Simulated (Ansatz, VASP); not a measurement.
**One calculation of PbSe, two programs**

```xyz
2
Lattice="3.8341 0.0000 0.0000 0.0000 3.8341 0.0000 0.0000 0.0000 3.8341" Properties=species:S:1:pos:R:3 pbc="T T T"
Pb    0.0000    0.0000    0.0000
Se    1.9171    1.9171    1.9171
```

Alike in both runs: task single point; functional PBE; k mesh 7 × 7 × 7; occupations fermi-dirac, width 0.05 eV; no spin polarisation.

|  | VASP | Ansatz |
| --- | --- | --- |
| version | VASP 6.6.1 | Ansatz 0.2.0 |
| potentials or method | VASP PAW PBE potentials, release 64 (Pb_d, Se) | Ansatz PAW soft_1 |
| plane-wave cutoff (eV) | 520 | 420 |
| valence electrons in the cell | 20 | 30 |

Ansatz gave:

| Quantity | Value |
| --- | --- |
| gap on the k mesh at the Fermi level (eV) | none |
| pressure (GPa) | -1.8 |

Problem. What did VASP give for the same quantities?

Solution. gap on the k mesh at the Fermi level (eV): none; pressure (GPa): -1.9.

A gap of «none» marks a metal or a gap that the smearing closes. VASP's potentials hold 20 valence electrons a cell and Ansatz's 30, so a difference there can come from the potentials and not from the codes.

Neither program's run includes spin-orbit coupling.
